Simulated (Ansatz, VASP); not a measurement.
# CdSe: VASP beside Ansatz

```
Cd Se
1.0
     6.60904    0.00000    0.00000
    -3.30452    5.72359    0.00000
     0.00000    0.00000    4.80219
Cd Se
1 1
Direct
  0.00000 0.00000 0.50000
  0.00000 0.00000 0.00000
```

Alike in both runs: functional PBE; k mesh 6 × 6 × 8; occupations gaussian, width 0.01 eV; no spin polarisation.

Ansatz relaxed the structure, and its values are those at the end. VASP's run is a single point on that final structure, the one shown.

```csv
,VASP,Ansatz
version,VASP 6.6.1,Ansatz 0.2.0
potentials or method,"VASP PAW PBE potentials, release 64 (Cd, Se), cutoff 520 eV","scalar-relativistic, plane waves, PAW"
valence electrons in the cell,18,36
```

|  | VASP | Ansatz | Ansatz less VASP |
| --- | --- | --- | --- |
| gap on the k mesh at the Fermi level (eV) | 0.21 | 0.22 | +0.003 |
| least direct gap on the mesh (eV) | 1.01 | 1.02 | +0.010 |
| pressure (GPa) | 0.1 | 0.0 | -0.13 |

VASP's potentials hold 18 valence electrons a cell and Ansatz's 36, so a difference there can come from the potentials and not from the codes. Ansatz's warnings: xc potential rough in thin density.
